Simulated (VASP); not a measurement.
TlPO2:

```
Tl P O
1.0
     3.43386    0.00000    0.00000
     0.00000    3.43386    0.00000
     0.00000    0.00000    4.83649
Tl P O
1 1 2
Direct
  0.50000 0.50000 0.50000
  0.00000 0.00000 0.00000
  0.50000 0.00000 0.73826
  0.00000 0.50000 0.26174
```

The cell was generated, and may not be a known phase.

| Quantity | Value |
| --- | --- |
| Program | VASP 6.6.1 |
| Task | relaxation of cell and atoms |
| Functional | PBE |
| Potentials or basis | VASP PAW PBE potentials, release 64 (Tl_d, P, O_h) |
| Cutoff | 910 eV |
| k mesh | 6 × 6 × 4 |
| Occupations | gaussian, width 0.1 eV |
| Spin | no spin polarisation |

At the start: pressure 29.9 GPa; volume 14.26 Å³/atom.

Question: Where does the relaxation end?

Answer: Over 10 steps the energy falls by 1012.2 meV/atom and the volume is 15.80 Å³/atom (+10.8 %); space group P-4m2 (No. 115, to 0.1 Å) before and after.

The path:
| step | energy change (eV) | largest force (eV/Å) | pressure (GPa) | volume (Å³) |
| --- | --- | --- | --- | --- |
| 1 | 0.0000 | 3.0807 | 29.86 | 57.03 |
| 2 | -1.2495 | 1.8577 | -11.79 | 81.89 |
| 3 | -1.5126 | 2.0775 | -3.73 | 72.92 |
| 4 | -1.9910 | 2.0569 | -3.00 | 71.65 |
| 5 | -3.2607 | 1.6029 | -1.99 | 67.92 |
| 6 | -4.0017 | 0.0977 | 2.03 | 60.85 |
| 7 | -4.0258 | 0.0203 | -2.78 | 64.96 |
| 8 | -4.0331 | 0.0390 | -1.32 | 63.56 |
| 9 | -4.0452 | 0.0022 | 0.68 | 62.99 |
| 10 | -4.0489 | 0.0006 | 0.09 | 63.20 |

Final structure:
```cif
data_structure
_symmetry_space_group_name_H-M 'P 1'
_symmetry_Int_Tables_number 1
_cell_length_a 3.5159
_cell_length_b 3.5159
_cell_length_c 5.1129
_cell_angle_alpha 90.000
_cell_angle_beta 90.000
_cell_angle_gamma 90.000
_cell_volume 63.20
loop_
_atom_site_label
_atom_site_type_symbol
_atom_site_fract_x
_atom_site_fract_y
_atom_site_fract_z
_atom_site_occupancy
Tl1 Tl 0.50000 0.50000 0.50000 1
P1 P 0.00000 0.00000 0.00000 1
O1 O 0.50000 0.00000 0.98418 1
O2 O 0.00000 0.50000 0.01582 1
```
